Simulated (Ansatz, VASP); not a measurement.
## SrAl2O2: VASP beside Ansatz

```
Sr Al O
1.0
    -1.97578    1.97578    6.16676
     1.97578   -1.97578    6.16676
     1.97578    1.97578   -6.16676
Sr Al O
1 2 2
Cartesian
  0.0000 0.0000 0.0000
  0.0000 1.9758 3.0834
  1.9758 0.0000 3.0834
  0.0000 0.0000 2.9802
  0.0000 0.0000 9.3534
```

Change from the starting cell: species swapped into the LaCo2As2 type (I4/mmm, No. 139).

Alike in both runs: functional PBE; k mesh 14 × 14 × 14; occupations gaussian, width 0.1 eV; no spin polarisation.

Ansatz relaxed the structure, and its values are those at the end. VASP's run is a single point on that final structure, the one shown.

|  | VASP | Ansatz |
| --- | --- | --- |
| version | VASP 6.6.1 | Ansatz 0.2.0 |
| potentials or method | VASP PAW PBE potentials, release 64 (Sr_sv, Al, O), cutoff 520 eV | scalar-relativistic, plane waves, PAW |
| valence electrons in the cell | 28 | 28 |

|  | VASP | Ansatz | Ansatz less VASP |
| --- | --- | --- | --- |
| gap on the k mesh at the Fermi level (eV) | none | none | - |
| pressure (GPa) | 0.0 | 0.0 | +0.02 |

A gap of «none» marks a metal or a gap that the smearing closes.
